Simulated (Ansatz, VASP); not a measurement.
## One calculation of GaAs, two programs

The input INCAR:

```
PREC = Accurate
ENCUT = 520
EDIFF = 1E-6
ISMEAR = 0
SIGMA = 0.05
LREAL = F
LASPH = T
NELM = 60
ALGO = Normal
ISIF = 2
LWAVE = F
LCHARG = T
GGA = PS
LELF = T
LVHAR = T
NBANDS = 16
```

File KPOINTS:

```
regular mesh
0
Gamma
  12 12 12
```

Contents of POSCAR:

```
GaAs
1.0
    0.0000000000      2.5185638250      3.5612492486
    2.5185638250      0.0000000000      3.5612492486
    2.5185638250      2.5185638250      0.0000000000
Ga As
1 1
Direct
    0.0000000000      0.0000000000      0.0000000000
    0.7500000000      0.7500000000      0.7500000000
```

Input for Ansatz:

```yaml
crystal:
  lattice:
    - [0.0, 2.518563825, 3.5612492486]
    - [2.518563825, 0.0, 3.5612492486]
    - [2.518563825, 2.518563825, 0.0]
  atoms:
    - { symbol: Ga, position: [0.0, 0.0, 0.0] }
    - { symbol: As, position: [0.75, 0.75, 0.75] }
basis:
  ecutwfc: 420
kpoints:
  mp_grid: { grid: [12, 12, 12] }
hamiltonian:
  xc: pbesol
scf:
  occupations: { method: gaussian, width: 0.05 }
output:
  forces: true
  stress: true
  eigenvalues: true
```

Alike in both runs: task single point; functional PBEsol; k mesh 12 × 12 × 12; occupations gaussian, width 0.05 eV; no spin polarisation.

```csv
,VASP,Ansatz
version,VASP 6.6.1,Ansatz 0.2.0
potentials or method,"VASP PAW PBE potentials, release 64 (Ga_d, As), cutoff 520 eV","scalar-relativistic, plane waves, PAW"
valence electrons in the cell,18,28
```

VASP gave:

* gap on the k mesh at the Fermi level (eV): none
* pressure (GPa): 0.1
* traceless stress, the component that is largest in VASP (GPa): -13.50

Q: Estimate Ansatz's values.

A: gap on the k mesh at the Fermi level (eV): none; pressure (GPa): 0.0; traceless stress, the component that is largest in VASP (GPa): -13.53.

VASP's potentials were made for PBE, not for PBEsol. A gap of «none» marks a metal or a gap that the smearing closes. VASP's potentials hold 18 valence electrons a cell and Ansatz's 28, so a difference there can come from the potentials and not from the codes.
